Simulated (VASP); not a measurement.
Input of a VASP 6.6.1 run:

The input INCAR:

```
SYSTEM = MnPt3
  PREC = Accurate
  ENCUT = 520
  EDIFF = 1E-6
  ISMEAR = -1
  SIGMA = 0.08
  LREAL = .False.
  LASPH = .True.
  NELM = 80
  ALGO = Normal
  ISIF = 2
  LWAVE = .False.
  LCHARG = .True.
  GGA = PS
  LELF = .True.
  LVHAR = .True.
  NBANDS = 30
```

File KPOINTS:

```
Automatic mesh
0
Gamma
  8 8 8
  0 0 0
```

File POSCAR:

```
MnPt3
1.0
    4.0258924503      0.0000000000      0.0000000000
    0.0000000000      4.0258924503      0.0000000000
    0.0000000000      0.0000000000      4.0258924503
Mn Pt
1 3
Direct
    0.0000000000      0.0000000000      0.0000000000
    0.0000000000      0.5000000000      0.5000000000
    0.5000000000      0.0000000000      0.5000000000
    0.5000000000      0.5000000000      0.0000000000
```

Potentials or basis: VASP PAW PBE potentials, release 64 (Mn_pv, Pt).

Run with:

```sh
$ cat potpaw_PBE.64/Mn_pv/POTCAR potpaw_PBE.64/Pt/POTCAR > POTCAR
$ mpirun -np 1 vasp_std > vasp.out
```

(1) What does it give for the pressure?

Results:

(1) -30.2 GPa.

Caveat: the PAW data sets were made with another functional, which shifts forces and pressure a little.
